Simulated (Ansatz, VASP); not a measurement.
## One calculation of CO2, two programs

File INCAR:

```
SYSTEM = CO2
PREC     = Accurate       ! precision mode
ENCUT    = 520            ! plane-wave cutoff, eV
EDIFF    = 1E-6           ! SCF threshold, eV
ISMEAR   = 0              ! smearing method
SIGMA    = 0.02           ! smearing width, eV
LREAL    = .FALSE.        ! projectors in reciprocal space
LASPH    = .TRUE.         ! aspherical terms in the spheres
NELM     = 60             ! most SCF steps
ALGO     = Normal         ! electronic algorithm
ISIF     = 2              ! what is computed and relaxed
LWAVE    = .FALSE.        ! write WAVECAR
LCHARG   = .FALSE.        ! write CHGCAR
GGA      = PE             ! functional
IVDW     = 12             ! dispersion correction
IBRION   = 2              ! ionic algorithm
NSW      = 50             ! ionic steps
EDIFFG   = -0.01          ! ionic threshold
```

File KPOINTS:

```
Automatic mesh
0
G
  4 4 4
  0 0 0
```

File POSCAR:

```
CO2
1.0
    5.6555040942      0.0000000000      0.0000000000
    0.0000000000      5.6555040942      0.0000000000
    0.0000000000      0.0000000000      5.6555040942
C O
4 8
Direct
    0.0000000000      0.0000000000      0.0000000000
    0.5000000000      0.0000000000      0.5000000000
    0.5000000000      0.5000000000      0.0000000000
    0.0000000000      0.5000000000      0.5000000000
    0.1181218480      0.1181218480      0.1181218480
    0.3818781520      0.8818781520      0.6181218480
    0.6181218480      0.3818781520      0.8818781520
    0.8818781520      0.6181218480      0.3818781520
    0.8818781520      0.8818781520      0.8818781520
    0.6181218480      0.1181218480      0.3818781520
    0.3818781520      0.6181218480      0.1181218480
    0.1181218480      0.3818781520      0.6181218480
```

Input for Ansatz:

```yaml
crystal:
  lattice:
    - [5.6555040942, 0.0, 0.0]
    - [0.0, 5.6555040942, 0.0]
    - [0.0, 0.0, 5.6555040942]
  atoms:
    - { symbol: C, position: [0.0, 0.0, 0.0] }
    - { symbol: C, position: [0.5, 0.0, 0.5] }
    - { symbol: C, position: [0.5, 0.5, 0.0] }
    - { symbol: C, position: [0.0, 0.5, 0.5] }
    - { symbol: O, position: [0.118121848, 0.118121848, 0.118121848] }
    - { symbol: O, position: [0.381878152, 0.881878152, 0.618121848] }
    - { symbol: O, position: [0.618121848, 0.381878152, 0.881878152] }
    - { symbol: O, position: [0.881878152, 0.618121848, 0.381878152] }
    - { symbol: O, position: [0.881878152, 0.881878152, 0.881878152] }
    - { symbol: O, position: [0.618121848, 0.118121848, 0.381878152] }
    - { symbol: O, position: [0.381878152, 0.618121848, 0.118121848] }
    - { symbol: O, position: [0.118121848, 0.381878152, 0.618121848] }
basis:
  ecutwfc: 420
kpoints:
  mp_grid: { grid: [4, 4, 4] }
hamiltonian:
  xc: pbe
  dispersion: d3bj
scf:
  occupations: { method: gaussian, width: 0.02 }
output:
  forces: true
  stress: true
  eigenvalues: true
  write_density: true
  write_potential: true
  elf: true
  volumetric_format: npy
relax:
  adjacent_minimum: "off"
  f_tol: 0.01
  max_steps: 30
```

Alike in both runs: task relaxation of the atoms; functional PBE; dispersion D3(BJ); k mesh 4 × 4 × 4; occupations gaussian, width 0.02 eV; no spin polarisation.

|  | VASP | Ansatz |
| --- | --- | --- |
| version | VASP 6.6.1 | Ansatz 0.2.0 |
| potentials or method | VASP PAW PBE potentials, release 64 (C, O), cutoff 520 eV | scalar-relativistic, plane waves, PAW |
| valence electrons in the cell | 64 | 64 |

Ansatz gave:

| Property | Result |
| --- | --- |
| gap on the k mesh at the Fermi level, each at its own relaxed structure (eV) | 6.77 |

**Question.** Estimate VASP's values.

**Answer.** gap on the k mesh at the Fermi level, each at its own relaxed structure (eV): 6.70.

Ansatz's warnings: stress scf threshold loose.

Noted on VASP's run: the standard files for N, O and F lose accuracy on very short bonds.
